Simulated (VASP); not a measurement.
# ZrHg (P4/mmm) in VASP: vibrations by perturbation theory with LDA

Aim: the vibrations by perturbation theory of ZrHg with LDA.

All numbers are computed with VASP 6.6.1; they aren't measurements. Logs are shortened: lines on timing, memory, paths and dates and some standing lists are left out, and cuts for length are marked.

## Step 1: The cell of the first run

Symmetry: P4/mmm, No. 123, tetragonal system. Conventional cell: a = 3.056 Å, b = 3.056 Å, c = 4.180 Å, α = 90.00°, β = 90.00°, γ = 90.00°. Zr (site symmetry 4/mmm) has 8 Hg at 3.01 Å and 4 Zr at 3.06 Å within 4.0 Å. Within 4.0 Å of Hg (site symmetry 4/mmm) lie 8 Zr at 3.01 Å and 4 Hg at 3.06 Å.

## Step 2: Vibrations by perturbation theory, LDA

File INCAR:

```
SYSTEM = ZrHg
PREC     = Accurate       ! precision mode
ENCUT    = 520            ! plane-wave cutoff, eV
EDIFF    = 1E-8           ! SCF threshold, eV
ISMEAR   = -1             ! smearing method
SIGMA    = 0.15           ! smearing width, eV
LREAL    = .FALSE.        ! projectors in reciprocal space
LASPH    = .TRUE.         ! aspherical terms in the spheres
NELM     = 80             ! most SCF steps
ALGO     = Normal         ! electronic algorithm
ISIF     = 2              ! what is computed and relaxed
LWAVE    = .FALSE.        ! write WAVECAR
LCHARG   = .TRUE.         ! write CHGCAR
GGA      = CA             ! functional
IBRION   = 8              ! ionic algorithm
NSW      = 1              ! ionic steps
```

File KPOINTS:

```
regular mesh
0
G
  14 14 10
  0 0 0
```

File POSCAR:

```
ZrHg
1.0
    3.0557039963      0.0000000000      0.0000000000
    0.0000000000      3.0557039963      0.0000000000
    0.0000000000      0.0000000000      4.1797167731
Zr Hg
1 1
Direct
    0.5000000000      0.5000000000      0.5000000000
    0.0000000000      0.0000000000      0.0000000000
```

Potentials or basis: VASP PAW LDA potentials, release 64 (Zr_sv, Hg).

Command:

```sh
cat potpaw_LDA.64/Zr_sv/POTCAR potpaw_LDA.64/Hg/POTCAR > POTCAR
mpirun -np 1 vasp_std > vasp.out
```

OUTCAR:

```text
SYSTEM = ZrHg
   PREC = Accurate
   ENCUT = 520
   EDIFF = 1E-8
   ISMEAR = -1
   LREAL = .FALSE.
   LASPH = .TRUE.
   NELM = 80
   ISIF = 2
   GGA = CA
   IBRION = 8
   NSW = 1

 ion  position               nearest neighbor table
   1  0.500  0.500  0.500-   2 3.01   2 3.01   2 3.01   2 3.01   2 3.01   2 3.01   2 3.01   2 3.01

   2  0.000  0.000  0.000-   1 3.01   1 3.01   1 3.01   1 3.01   1 3.01   1 3.01   1 3.01   1 3.01

  LATTYP: Found a simple tetragonal cell.
 ALAT       =     3.0557039963
 C/A-ratio  =     1.3678408570

  Lattice vectors:

 A1 = (   3.0557039963,   0.0000000000,   0.0000000000)
 A2 = (   0.0000000000,   3.0557039963,   0.0000000000)
 A3 = (   0.0000000000,   0.0000000000,   4.1797167731)

Analysis of symmetry for initial positions (statically):
=====================================================================
 Subroutine PRICEL returns:
 Original cell was already a primitive cell.

 Routine SETGRP: Setting up the symmetry group for a
 simple tetragonal supercell.

 Subroutine GETGRP returns: Found 16 space group operations
 (whereof 16 operations were pure point group operations)
 out of a pool of 16 trial point group operations.

The static configuration has the point symmetry D_4h.

Analysis of symmetry for dynamics (positions and initial velocities):
=====================================================================
 Subroutine PRICEL returns:
 Original cell was already a primitive cell.

 Routine SETGRP: Setting up the symmetry group for a
 simple tetragonal supercell.

 Subroutine GETGRP returns: Found 16 space group operations
 (whereof 16 operations were pure point group operations)
 out of a pool of 16 trial point group operations.

The dynamic configuration has the point symmetry D_4h.

 Subroutine INISYM returns: Found 16 space group operations
 (whereof 16 operations are pure point group operations),
 and found     1 'primitive' translations

----------------------------------------------------------------------------------------

                                     Primitive cell

  volume of cell :      39.0274

  direct lattice vectors                    reciprocal lattice vectors
     3.055703996  0.000000000  0.000000000     0.327256829  0.000000000  0.000000000
     0.000000000  3.055703996  0.000000000     0.000000000  0.327256829  0.000000000
     0.000000000  0.000000000  4.179716773     0.000000000  0.000000000  0.239250661

  length of vectors
     3.055703996  3.055703996  4.179716773     0.327256829  0.327256829  0.239250661

  position of ions in fractional coordinates (direct lattice)
     0.500000000  0.500000000  0.500000000
     0.000000000  0.000000000  0.000000000

  ion indices of the primitive-cell ions
   primitive index   ion index
                 1           1
                 2           2

----------------------------------------------------------------------------------------

 KPOINTS: regular mesh

Automatic generation of k-mesh.
 Grid dimensions read from file:
 generate k-points for:   14   14   10

 Generating k-lattice:

  Cartesian coordinates                     Fractional coordinates (reciprocal lattice)
     0.023375488  0.000000000  0.000000000     0.071428571  0.000000000  0.000000000
     0.000000000  0.023375488  0.000000000     0.000000000  0.071428571  0.000000000
     0.000000000  0.000000000  0.023925066     0.000000000  0.000000000  0.100000000

  Length of vectors
     0.023375488  0.023375488  0.023925066

  Shift w.r.t. Gamma in fractional coordinates (k-lattice)
     0.000000000  0.000000000  0.000000000

[... 70 lines left out ...]
     AMIX_MAG =   1.60;   BMIX_MAG =  1.00
  volume/ion in A,a.u.               =      19.51       131.68
  Fermi-wavevector in a.u.,A,eV,Ry     =   1.392159  2.630799 26.369534  1.938106
  Thomas-Fermi vector in A             =   2.515928
   LORBIT       =      0    0 simple, 1 ext, 2 COOP (PROOUT), +10 PAW based schemes
   GGA     = CA    functional components
   LHFCALC =     F    Hartree Fock is set to
   AEXX    =    0.0000 exact exchange contribution
   IVDW    =     0    specifies the selected vdW correction
   LEPSILON=     F    determine dielectric tensor
   LRPA    =     F    only Hartree local field effects (RPA)
 non-spin polarized calculation
  energy-cutoff  :      520.00
  volume of cell :       39.03
 maximum number of plane-waves:      1068
 NGX is ok and might be reduce to    24
   NGX = 11   NGY = 11   NGZ = 15

--------------------------------------- Ionic step        1  -------------------------------------------

 number of electron      23.9999999 magnetization

 Free energy of the ion-electron system (eV)
  ---------------------------------------------------
  ext. energy  EPLUGINS =         0.00000000
  ---------------------------------------------------
  free energy    TOTEN  =       -11.00421492 eV

  energy without entropy =      -10.87444021  energy(sigma->0) =      -10.93932757

 E-fermi :   7.6959     XC(G=0): -12.2022

 val. band max:        7.6892066390   @ k =   0.4286   0.1429   0.1000
 cond. band min:       7.6991648424   @ k =   0.5000   0.1429   0.1000
 fundamental gap:      0.0099582034
 Fermi energy:         7.6959254785

 k-point     1 :       0.0000    0.0000    0.0000
  band No.  band energies     occupation
      1     -40.8287      2.00000
      2     -19.1534      2.00000
      3     -18.5806      2.00000
      4     -18.5806      2.00000
      5      -1.6606      2.00000
      6      -0.9800      2.00000
[... 433 lines left out ...]
      3     -19.0436      2.00000
      4     -18.8354      2.00000
      5      -0.2621      2.00000
      6      -0.2558      2.00000
[... 8 lines left out ...]
     15      10.1902      0.00000
     16      12.7124      0.00000

 [... further k-points ...]
[... 5 lines left out ...]
  --------------------------------------------------------------------------------------
  -------------------------------------------------------------------------------------
  Total        0.9430072      0.9430072      0.9800244      0.0000000      0.0000000      0.0000000
  in kB       38.7129412     38.7129412     40.2325947      0.0000000      0.0000000      0.0000000
  external PRESSURE =      39.2194923 kB  Pullay stress =       0.0000000 kB

 VOLUME and BASIS-vectors are now :
 -----------------------------------------------------------------------------
  energy-cutoff  :      520.00
  volume of cell :       39.03
      direct lattice vectors                 reciprocal lattice vectors
     3.055703996  0.000000000  0.000000000     0.327256829  0.000000000  0.000000000
     0.000000000  3.055703996  0.000000000     0.000000000  0.327256829  0.000000000
     0.000000000  0.000000000  4.179716773     0.000000000  0.000000000  0.239250661

 POSITION                                       TOTAL-FORCE (eV/Angst)
 -----------------------------------------------------------------------------------
      1.52785      1.52785      2.08986         0.000000      0.000000      0.000000
      0.00000      0.00000      0.00000         0.000000      0.000000      0.000000
 -----------------------------------------------------------------------------------
    total drift:                                0.000000      0.000000     -0.000000

  FREE ENERGIE OF THE ION-ELECTRON SYSTEM (eV)
  ---------------------------------------------------
  free  energy   TOTEN  =       -11.0042149199 eV

  energy  without entropy=      -10.8744402123  energy(sigma->0) =      -10.93932757

[... ionic steps 2 to 3 ...]

--------------------------------------- Ionic step        4  -------------------------------------------

------------------------ aborting loop because EDIFF is reached ----------------------------------------
[... 11 lines left out ...]
[... ionic steps 8 to 8 ...]

--------------------------------------- Ionic step        9  -------------------------------------------

 Free energy of the ion-electron system (eV)
  ---------------------------------------------------
  ---------------------------------------------------
  free energy    TOTEN  =        -0.38157165 eV

  energy without entropy =       -0.38157166

------------------------ aborting loop because EDIFF is reached ----------------------------------------

 INTERNAL STRAIN TENSOR  FOR ION    2  DIRECTION 3   (eV/Angst):
 -----------------------------------------------------------------------------
    -0.02728  0.00000  0.00000
     0.00000 -0.02728  0.00000
     0.00000  0.00000  0.01623

 INTERNAL STRAIN TENSOR FOR ION    2 for displacements in x,y,z  (eV/Angst):
          X           Y           Z          XY          YZ          ZX
  --------------------------------------------------------------------------------
  x     0.00000     0.00000     0.00000     0.00000     0.00000     0.00000
  y     0.00000     0.00000     0.00000     0.00000     0.00000     0.00000
  z     0.00000     0.00000     0.00000     0.00000     0.00000     0.00000

 SECOND DERIVATIVES (NOT SYMMETRIZED)
 ------------------------------------
               1X          1Y          1Z          2X          2Y          2Z
  1X    -3.646137    0.000000    0.000000    3.646137    0.000000    0.000000
  1Y     0.000000   -3.646137    0.000000    0.000000    3.646137    0.000000
  1Z     0.000000    0.000000   -6.927310    0.000000    0.000000    6.927310
  2X     3.637067    0.000000    0.000000   -3.637067    0.000000    0.000000
  2Y     0.000000    3.637067    0.000000    0.000000   -3.637067    0.000000
  2Z     0.000000    0.000000    6.906233   -0.000000   -0.000000   -6.906233

 Eigenvectors and eigenvalues of the dynamical matrix
 ----------------------------------------------------

   1 f  =    5.193622 THz    32.632493 2PiTHz  173.240599 cm-1    21.479087 meV
             X         Y         Z           dx          dy          dz
      1.527852  1.527852  2.089858    -0.000000   -0.000000   -0.829484
      0.000000  0.000000  0.000000     0.000000    0.000000    0.558530
[... 21 lines left out ...]
   6 f/i=    0.003666 THz     0.023035 2PiTHz    0.122290 cm-1     0.015162 meV
             X         Y         Z           dx          dy          dz
      1.527852  1.527852  2.089858    -0.000000   -0.000000   -0.558530
      0.000000  0.000000  0.000000     0.000000    0.000000   -0.829484

--------------------------------------------------------------------------------------------------------

 ELASTIC MODULI CONTR FROM IONIC RELAXATION (kBar)
 Direction    XX          YY          ZZ          XY          YZ          ZX
 --------------------------------------------------------------------------------
 XX           0.0000      0.0000      0.0000      0.0000      0.0000      0.0000
 YY           0.0000      0.0000      0.0000      0.0000      0.0000      0.0000
 ZZ           0.0000      0.0000      0.0000      0.0000      0.0000      0.0000
 XY           0.0000      0.0000      0.0000      0.0000      0.0000      0.0000
 YZ           0.0000      0.0000      0.0000      0.0000      0.0000      0.0000
 ZX           0.0000      0.0000      0.0000      0.0000      0.0000      0.0000
 --------------------------------------------------------------------------------
```

Run time: 6 min. Hardware: 1 thread of Intel Xeon 6975P-C (Granite Rapids), shared host; peak memory 0.58 GiB.

What came out:

| Item | Value |
| --- | --- |
| Highest phonon frequency at Γ | 173 cm⁻¹ |

Phonon frequencies in cm⁻¹ (negative: imaginary):
```csv
q point,frequencies
"(0.000, 0.000, 0.000)",0 0 0 126 126 173
```

Caveat: the cell stands under pressure or tension, which shifts response properties; spin-orbit coupling is left out, which moves the levels of the heavy elements.
